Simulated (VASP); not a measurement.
# Zn in VASP: single point with PBEsol

Aim: the single point of Zn with PBEsol.

Everything below comes from runs of VASP 6.6.1. Logs are shortened: lines on timing, memory, paths and dates and some standing lists are left out, and cuts for length are marked.

**1. The cell of the first run**

The cell holds a slab with vacuum, 12 atoms: a = 2.593 Å, b = 4.895 Å, c = 26.975 Å, α = 90.00°, β = 90.00°, γ = 90.00°.

**2. Single point, PBEsol**

INCAR

```
ALGO     = Normal         # electronic algorithm
DIPOL    = 0.5 0.5 0.500
EDIFF    = 1E-6           # SCF threshold, eV
ENCUT    = 520            # plane-wave cutoff, eV
GGA      = PS             # functional
IDIPOL   = 3            
ISIF     = 2              # what is computed and relaxed
ISMEAR   = 0              # smearing method
LASPH    = True           # aspherical terms in the spheres
LCHARG   = False          # write CHGCAR
LDIPOL   = True         
LREAL    = False          # projectors in reciprocal space
LWAVE    = False          # write WAVECAR
NBANDS   = 84             # bands
NELM     = 100            # most SCF steps
PREC     = Accurate       # precision mode
SIGMA    = 0.1            # smearing width, eV
```

KPOINTS

```
k-points
0
Gamma
  13 7 1
```

POSCAR

```
Zn
1.0
    2.5926807881      0.0000000000      0.0000000000
    0.0000000000      4.8950671796      0.0000000000
    0.0000000000      0.0000000000     26.9750796074
Zn
12
Direct
    0.0000000000      0.7500000000      0.2780343973
    0.5000000000      0.2500000000      0.3057800976
    0.5000000000      0.7500000000      0.3612714983
    0.0000000000      0.2500000000      0.3890171986
    0.0000000000      0.7500000000      0.4445085993
    0.5000000000      0.2500000000      0.4722542997
    0.5000000000      0.7500000000      0.5277457003
    0.0000000000      0.2500000000      0.5554914007
    0.0000000000      0.7500000000      0.6109828014
    0.5000000000      0.2500000000      0.6387285017
    0.5000000000      0.7500000000      0.6942199024
    0.0000000000      0.2500000000      0.7219656027
```

Potentials or basis: VASP PAW PBE potentials, release 64 (Zn).

Launch:

```
> cat potpaw_PBE.64/Zn/POTCAR > POTCAR
> mpirun -np 1 vasp_std > vasp.out
```

OUTCAR:

```text
EDIFF = 1E-6
   ENCUT = 520
   GGA = PS
   ISIF = 2
   ISMEAR = 0
   LASPH = True
   LREAL = False
   NELM = 100
   PREC = Accurate

 ion  position               nearest neighbor table
   1  0.000  0.750  0.278-   3 2.59   3 2.59   2 2.87   2 2.87   2 2.87   2 2.87
   2  0.500  0.250  0.306-   4 2.59   4 2.59   1 2.87   1 2.87   1 2.87   1 2.87   3 2.87   3 2.87

   3  0.500  0.750  0.361-   1 2.59   5 2.59   1 2.59   5 2.59   4 2.87   4 2.87   4 2.87   4 2.87
                             2 2.87   2 2.87
   4  0.000  0.250  0.389-   2 2.59   2 2.59   6 2.59   6 2.59   3 2.87   3 2.87   3 2.87   3 2.87
                             5 2.87   5 2.87
   5  0.000  0.750  0.445-   3 2.59   7 2.59   3 2.59   7 2.59   4 2.87   4 2.87   6 2.87   6 2.87
                             6 2.87   6 2.87
   6  0.500  0.250  0.472-   8 2.59   8 2.59   4 2.59   4 2.59   7 2.87   7 2.87   5 2.87   5 2.87
                             5 2.87   5 2.87
   7  0.500  0.750  0.528-   5 2.59   5 2.59   9 2.59   9 2.59   6 2.87   6 2.87   8 2.87   8 2.87
                             8 2.87   8 2.87
   8  0.000  0.250  0.555-   6 2.59  10 2.59   6 2.59  10 2.59   9 2.87   9 2.87   7 2.87   7 2.87
                             7 2.87   7 2.87
   9  0.000  0.750  0.611-  11 2.59  11 2.59   7 2.59   7 2.59  10 2.87  10 2.87  10 2.87  10 2.87
                             8 2.87   8 2.87
  10  0.500  0.250  0.639-   8 2.59  12 2.59   8 2.59  12 2.59   9 2.87   9 2.87   9 2.87   9 2.87
                            11 2.87  11 2.87
  11  0.500  0.750  0.694-   9 2.59   9 2.59  12 2.87  12 2.87  12 2.87  12 2.87  10 2.87  10 2.87

  12  0.000  0.250  0.722-  10 2.59  10 2.59  11 2.87  11 2.87  11 2.87  11 2.87

  LATTYP: Found a simple orthorhombic cell.
 ALAT       =     2.5926807881
 B/A-ratio  =     1.8880331131
 C/A-ratio  =    10.4043196259

  Lattice vectors:

 A1 = (   2.5926807881,   0.0000000000,   0.0000000000)
 A2 = (   0.0000000000,   4.8950671796,   0.0000000000)
 A3 = (   0.0000000000,   0.0000000000,  26.9750796074)

Analysis of symmetry for initial positions (statically):
=====================================================================
 Subroutine PRICEL returns:
 Original cell was already a primitive cell.

 Routine SETGRP: Setting up the symmetry group for a
 simple orthorhombic supercell.

 Subroutine GETGRP returns: Found  8 space group operations
 (whereof  4 operations were pure point group operations)
 out of a pool of  8 trial point group operations.

The static configuration has the point symmetry C_2h.
 The point group associated with its full space group is D_2h.

Analysis of symmetry for dynamics (positions and initial velocities):
=====================================================================
 Subroutine PRICEL returns:
 Original cell was already a primitive cell.

 Routine SETGRP: Setting up the symmetry group for a
 simple orthorhombic supercell.

 Subroutine GETGRP returns: Found  8 space group operations
 (whereof  4 operations were pure point group operations)
 out of a pool of  8 trial point group operations.

The dynamic configuration has the point symmetry C_2h.
 The point group associated with its full space group is D_2h.

 Subroutine INISYM returns: Found  8 space group operations
 (whereof  4 operations are pure point group operations),
 and found     1 'primitive' translations

----------------------------------------------------------------------------------------

                                     Primitive cell

  volume of cell :     342.3501

  direct lattice vectors                    reciprocal lattice vectors
     2.592680788  0.000000000  0.000000000     0.385701165  0.000000000  0.000000000
     0.000000000  4.895067180  0.000000000     0.000000000  0.204287288  0.000000000
     0.000000000  0.000000000 26.975079607     0.000000000  0.000000000  0.037071253

  length of vectors
     2.592680788  4.895067180 26.975079607     0.385701165  0.204287288  0.037071253

  position of ions in fractional coordinates (direct lattice)
     0.000000000  0.750000000  0.278034397
     0.500000000  0.250000000  0.305780098
     0.500000000  0.750000000  0.361271498
     0.000000000  0.250000000  0.389017199
     0.000000000  0.750000000  0.444508599
     0.500000000  0.250000000  0.472254300
     0.500000000  0.750000000  0.527745700
     0.000000000  0.250000000  0.555491401
     0.000000000  0.750000000  0.610982801
     0.500000000  0.250000000  0.638728502
[... 41 lines left out ...]

 Found     28 irreducible k-points:

 Following reciprocal coordinates:
            Coordinates               Weight
  0.000000  0.000000  0.000000      1.000000
  0.076923  0.000000  0.000000      2.000000
  0.153846  0.000000  0.000000      2.000000
  0.230769  0.000000  0.000000      2.000000
  0.307692  0.000000  0.000000      2.000000
  0.384615  0.000000  0.000000      2.000000
[... 16 lines left out ...]
  0.076923  0.428571  0.000000      4.000000
  0.153846  0.428571  0.000000      4.000000
 [... further k-points ...]
   k-points           NKPTS =     28   k-points in BZ     NKDIM =     28   number of bands    NBANDS=     84
   number of dos      NEDOS =    301   number of ions     NIONS =     12
   total plane-waves  NPLWV = 151200
   dimension x,y,z NGX =    20 NGY =   36 NGZ =  210
   dimension x,y,z NGXF=    40 NGYF=   72 NGZF=  420
   ions per type =              12
   NGX,Y,Z   is equivalent  to a cutoff of  12.82, 12.23, 12.94 a.u.
   NGXF,Y,Z  is equivalent  to a cutoff of  25.65, 24.45, 25.88 a.u.
 SYSTEM =  unknown system
   PREC   = accura    normal or accurate (medium, high low for compatibility)
   ISTART =      0    job   : 0-new  1-cont  2-samecut
   ICHARG =      2    charge: 1-file 2-atom 10-const
   ISPIN  =      1    spin polarized calculation?
   LNONCOLLINEAR =      F non collinear calculations
   LSORBIT =      F    spin-orbit coupling
   LASPH  =      T    aspherical Exc in radial PAW
   ENCUT  =  520.0 eV  38.22 Ry    6.18 a.u.   4.82  9.10 50.16*2*pi/ulx,y,z
   NELM   =    100;   NELMIN=  2; NELMDL= -5     # of ELM steps
   EDIFF  = 0.1E-05   stopping-criterion for ELM
   LREAL  =      F    real-space projection
   EDIFFG = 0.1E-04   stopping-criterion for IOM
   NSW    =      0    number of steps for IOM
   IBRION =     -1    ionic relax: 0-MD 1-quasi-New 2-CG
   NFREE  =      0    steps in history (QN), initial steepest desc. (CG)
   ISIF   =      2    stress and relaxation
   ISYM   =      2    0-nonsym 1-usesym 2-fastsym
   POTIM  = 0.5000    time-step for ionic-motion
   TEBEG  =    0.0;   TEEND  =   0.0 temperature during run
   PSTRESS=    0.0 pullay stress
   NELECT =     144.0000    total number of electrons
   NUPDOWN=      -1.0000    fix difference up-down
   EMIN   =  10.00;   EMAX   =-10.00  energy-range for DOS
   EFERMI =   0.00;   METHOD = LEGACY
   ISMEAR =     0;   SIGMA  =   0.10  broadening in eV -4-tet -1-fermi 0-gaus
   EFERMI_NEDOS =   21; number of points for ismear=-14 and -15
   IALGO  =     38    algorithm
   IMIX   =      4    mixing-type and parameters
     AMIX     =   0.40;   BMIX     =  1.00
     AMIX_MAG =   1.60;   BMIX_MAG =  1.00
  volume/ion in A,a.u.               =      28.53       192.52
  Fermi-wavevector in a.u.,A,eV,Ry     =   1.226607  2.317952 20.470853  1.504565
  Thomas-Fermi vector in A             =   2.361602
   LORBIT       =      0    0 simple, 1 ext, 2 COOP (PROOUT), +10 PAW based schemes
   GGA     = PS    functional components
   LHFCALC =     F    Hartree Fock is set to
   AEXX    =    0.0000 exact exchange contribution
   IVDW    =     0    specifies the selected vdW correction
   LEPSILON=     F    determine dielectric tensor
   LRPA    =     F    only Hartree local field effects (RPA)
 non-spin polarized calculation
 Gauss-broadening in eV      SIGMA  =   0.10
  energy-cutoff  :      520.00
  volume of cell :      342.35
 maximum number of plane-waves:      9261
 NGX is ok and might be reduce to    20
   NGX =  9   NGY = 19   NGZ =101

 dipolmoment           0.000000      0.000000     -0.000000 electrons x Angstroem

 number of electron     143.9999986 magnetization

 dipolmoment           0.000000      0.000000      0.000000 electrons x Angstroem

 Free energy of the ion-electron system (eV)
  ---------------------------------------------------
  ext. energy  EPLUGINS =         0.00000000
  ---------------------------------------------------
  free energy    TOTEN  =       -17.36020676 eV

  energy without entropy =      -17.34298582  energy(sigma->0) =      -17.35159629

 E-fermi :  -0.5805     XC(G=0):  -6.7149

 val. band max:       -0.5904122912   @ k =   0.3077   0.2857   0.0000
 cond. band min:      -0.5246151417   @ k =   0.1538   0.2857   0.0000
 fundamental gap:      0.0657971495
 Fermi energy:        -0.5804614758

 k-point     1 :       0.0000    0.0000    0.0000
  band No.  band energies     occupation
      1     -11.1841      2.00000
      2     -10.5800      2.00000
      3      -9.7350      2.00000
      4      -9.2696      2.00000
      5      -9.1091      2.00000
      6      -9.0835      2.00000
[... 2077 lines left out ...]
     83       5.4225      0.00000
     84       5.7889      0.00000

 [... further k-points ...]

------------------------ aborting loop because EDIFF is reached ----------------------------------------

 vacuum level on the upper side and lower side of the slab       (xc-potential included)        -0.236        -0.236

  FORCE on cell =-STRESS in cart. coord.  units (eV):
  Direction    XX          YY          ZZ          XY          YZ          ZX
  --------------------------------------------------------------------------------------
  -------------------------------------------------------------------------------------
  Total       -1.8410263     -4.2011343      2.3925098      0.0000000     -0.0000000      0.0000000
  in kB       -8.6158897    -19.6610500     11.1967986      0.0000000     -0.0000000      0.0000000
  external PRESSURE =      -5.6933804 kB  Pullay stress =       0.0000000 kB

 VOLUME and BASIS-vectors are now :
 -----------------------------------------------------------------------------
  energy-cutoff  :      520.00
  volume of cell :      342.35
      direct lattice vectors                 reciprocal lattice vectors
     2.592680788  0.000000000  0.000000000     0.385701165  0.000000000  0.000000000
     0.000000000  4.895067180  0.000000000     0.000000000  0.204287288  0.000000000
     0.000000000  0.000000000 26.975079607     0.000000000  0.000000000  0.037071253

 POSITION                                       TOTAL-FORCE (eV/Angst)
 -----------------------------------------------------------------------------------
      0.00000      3.67130      7.50000         0.000000     -0.000000      0.020746
      1.29634      1.22377      8.24844         0.000000     -0.000000     -0.524760
      1.29634      3.67130      9.74533         0.000000     -0.000000      0.336089
      0.00000      1.22377     10.49377        -0.000000     -0.000000      0.029565
      0.00000      3.67130     11.99065         0.000000     -0.000000      0.107341
      1.29634      1.22377     12.73910         0.000000      0.000000     -0.124452
      1.29634      3.67130     14.23598         0.000000     -0.000000      0.124452
      0.00000      1.22377     14.98442        -0.000000     -0.000000     -0.107341
      0.00000      3.67130     16.48131         0.000000     -0.000000     -0.029565
      1.29634      1.22377     17.22975         0.000000      0.000000     -0.336089
      1.29634      3.67130     18.72664         0.000000     -0.000000      0.524760
      0.00000      1.22377     19.47508         0.000000     -0.000000     -0.020746
 -----------------------------------------------------------------------------------
    total drift:                               -0.000000      0.000000     -0.000000

  FREE ENERGIE OF THE ION-ELECTRON SYSTEM (eV)
  ---------------------------------------------------
  free  energy   TOTEN  =       -17.3602067611 eV

  energy  without entropy=      -17.3429858167  energy(sigma->0) =      -17.35159629

 vacuum level on the upper side and lower side of the slab         3.663         3.663
```

Run time: 74 min. Hardware: 1 thread of AMD EPYC, shared host; peak memory 0.69 GiB.

What came out:

| Item | Value |
| --- | --- |
| Free energy | -17.3602 eV |
| Largest force | 0.525 eV/Å |
| Band gap on the k mesh | zero (band 72 reaches 0.47 eV, above the bottom of band 73 at -2.24 eV) |

Forces on the atoms (eV/Å):
```
Zn   0.000  0.000  0.021
Zn   0.000  0.000 -0.525
Zn   0.000  0.000  0.336
Zn   0.000  0.000  0.030
Zn   0.000  0.000  0.107
Zn   0.000  0.000 -0.124
Zn   0.000  0.000  0.124
Zn   0.000  0.000 -0.107
Zn   0.000  0.000 -0.030
Zn   0.000  0.000 -0.336
Zn   0.000  0.000  0.525
Zn   0.000  0.000 -0.021
```

Caveat: the PAW data sets were made with another functional, which shifts forces and pressure a little.
